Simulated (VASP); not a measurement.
The system is CdI.

```xyz
4
Lattice="4.6880 0.0000 0.0000 -2.3440 4.0599 0.0000 0.0000 0.0000 7.6840" Properties=species:S:1:pos:R:3 pbc="T T T"
Cd    0.0000    2.7066    0.0017
Cd    2.3440    1.3533    3.8437
I     0.0000    2.7066    2.8798
I     2.3440    1.3533    6.7218
```

```yaml
Program: VASP 6.6.1
Task: relaxation of cell and atoms
Functional: PBE
Potentials_or_basis: VASP PAW PBE potentials, release 64 (Cd, I)
Cutoff: 600 eV
k_mesh: 12 × 12 × 6
Occupations: gaussian, width 0.1 eV
Spin: no spin polarisation
```

At the start: pressure 7.7 GPa; volume 36.56 Å³/atom.

Question: Where does the relaxation end?

Answer: Over 38 steps the energy falls by 271.0 meV/atom and the volume is 43.38 Å³/atom (+18.6 %); space group P6_3mc (No. 186, to 0.1 Å) before and after.

The path:
```csv
step,energy change (eV),largest force (eV/Å),pressure (GPa),volume (Å³)
1,0.0000,0.0680,7.74,146.25
2,-0.9232,0.0245,0.84,186.89
3,-0.9426,0.0087,-0.40,204.17
4,-0.9506,0.0132,-0.03,198.26
5,-0.9506,0.0142,0.04,197.11
6,-0.9509,0.0186,0.04,197.09
7,-0.9517,0.0330,0.04,197.04
8,-0.9526,0.0597,0.04,196.91
9,-0.9531,0.0596,0.03,197.08
10,-0.9544,0.0598,-0.02,197.60
11,-0.9570,0.0607,-0.11,198.62
12,-0.9615,0.0622,-0.30,200.65
13,-0.9643,0.0483,-0.66,204.66
14,-0.9646,0.0524,-0.54,203.31
15,-0.9648,0.0524,-0.55,203.34
16,-0.9652,0.0520,-0.56,203.40
17,-0.9661,0.0522,-0.58,203.53
18,-0.9680,0.0507,-0.62,203.79
19,-0.9712,0.0433,-0.71,204.29
20,-0.9736,0.0084,-0.90,205.24
21,-0.9785,0.0064,-0.92,204.51
22,-0.9884,0.0613,-0.98,202.28
23,-0.9756,0.2067,-1.11,197.58
24,-0.9891,0.0900,-1.01,201.46
25,-1.0024,0.0943,-0.91,199.11
26,-1.0338,0.1089,-0.59,192.19
27,-1.0533,0.1392,0.26,178.80
28,-1.0545,0.1320,0.06,181.58
29,-1.0640,0.0901,0.06,180.20
30,-1.0793,0.0283,0.09,176.02
31,-1.0800,0.0593,0.12,174.84
32,-1.0812,0.0493,0.01,175.60
33,-1.0815,0.0411,-0.07,176.21
34,-1.0821,0.0303,-0.06,175.90
35,-1.0831,0.0048,-0.03,174.94
36,-1.0831,0.0087,-0.02,174.84
37,-1.0836,0.0076,-0.02,174.18
38,-1.0838,0.0064,-0.01,173.51
```

Final structure:
```
Cd I
1.0
     4.54045    0.00000    0.00000
    -2.27023    3.93215    0.00000
     0.00000    0.00000    9.71845
Cd I
2 2
Direct
  0.33333 0.66667 0.02908
  0.66667 0.33333 0.52908
  0.33333 0.66667 0.34592
  0.66667 0.33333 0.84592
```

Caveat: the volume moved by over 15 % at a fixed basis, so the end points are rough.
